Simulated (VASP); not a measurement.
Input of a VASP 6.6.1 run:

Contents of POSCAR:

```
Rb
1.0
    4.9864081956      0.0000000000      0.0000000000
   -2.4932040978      4.3183561710      0.0000000000
    0.0000000000      0.0000000000      8.1444667194
Rb
2
Direct
    0.3333333333      0.6666666667      0.7500000000
    0.6666666667      0.3333333333      0.2500000000
```

Contents of INCAR.step1:

```
SYSTEM = Rb
PREC = Accurate ; ENCUT = 520
ISMEAR = 0 ; SIGMA = 0.05
LREAL = .FALSE. ; LASPH = .TRUE.
NELM = 100 ; NBANDS = 16
GGA = PE ; ALGO = Normal
EDIFF = 1E-4 ; LWAVE = .TRUE.
LCHARG = .FALSE.
```

INCAR.step2

```
SYSTEM = Rb
PREC = Accurate ; ENCUT = 520
EDIFF = 1E-7 ; ISMEAR = 0
SIGMA = 0.05 ; LREAL = .FALSE.
LASPH = .TRUE. ; NELM = 100
ALGO = Normal ; ISIF = 2
LWAVE = .FALSE. ; LCHARG = .FALSE.
METAGGA = R2SCAN ; LMIXTAU = .TRUE.
NBANDS = 16 ; ISTART = 1
```

File KPOINTS:

```
Automatic mesh
0
G
  10 10 6
  0 0 0
```

Potentials or basis: VASP PAW PBE potentials, release 64 (Rb_sv).

The run is started by

```console
$ cat potpaw_PBE.64/Rb_sv/POTCAR > POTCAR
$ cp INCAR.step1 INCAR
$ mpirun -np 1 vasp_std > vasp.out
$ cp INCAR.step2 INCAR
$ mpirun -np 1 vasp_std > vasp.out
```

Predict the pressure.

0.3 GPa.

Estimate the band gap on the k mesh.

zero (band 9 reaches 0.98 eV, above the bottom of band 10 at -1.26 eV).

Caveat: the PAW data sets were made with another functional, which shifts forces and pressure a little.
